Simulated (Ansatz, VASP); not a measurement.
**NbTe in VASP and in Ansatz**

```
Nb Te
1.0
     3.70297    0.00000    0.00000
    -1.85149    3.20687    0.00000
     0.00000    0.00000    3.69421
Nb Te
1 1
Cartesian
  0.0000 0.0000 1.8471
  1.8515 1.0690 0.0000
```

Alike in both runs: task single point; functional PBE; k mesh 3 × 3 × 1; occupations fermi-dirac, width 0.037 eV; no spin polarisation.

|  | VASP | Ansatz |
| --- | --- | --- |
| version | VASP 6.6.1 | Ansatz 0.2.0 |
| potentials or method | VASP PAW PBE potentials, release 64 (Nb_sv, Te), cutoff 500 eV | scalar-relativistic, plane waves, PAW |
| valence electrons in the cell | 19 | 29 |

Ansatz gave:

* gap on the k mesh at the Fermi level (eV): none
* pressure (GPa): 5.5
* traceless stress, the component that is largest in VASP (GPa): 17.24

Task: What did VASP give for the same quantities?

Result: gap on the k mesh at the Fermi level (eV): none; pressure (GPa): 5.5; traceless stress, the component that is largest in VASP (GPa): 17.40.

A gap of «none» marks a metal or a gap that the smearing closes. With one functional, cell and mesh, what is left measures potentials, basis and numerics. VASP's potentials hold 19 valence electrons a cell and Ansatz's 29, so a difference there can come from the potentials and not from the codes.

The k mesh is coarse, so the values compare programs but aren't converged. Spin-orbit coupling is off throughout.
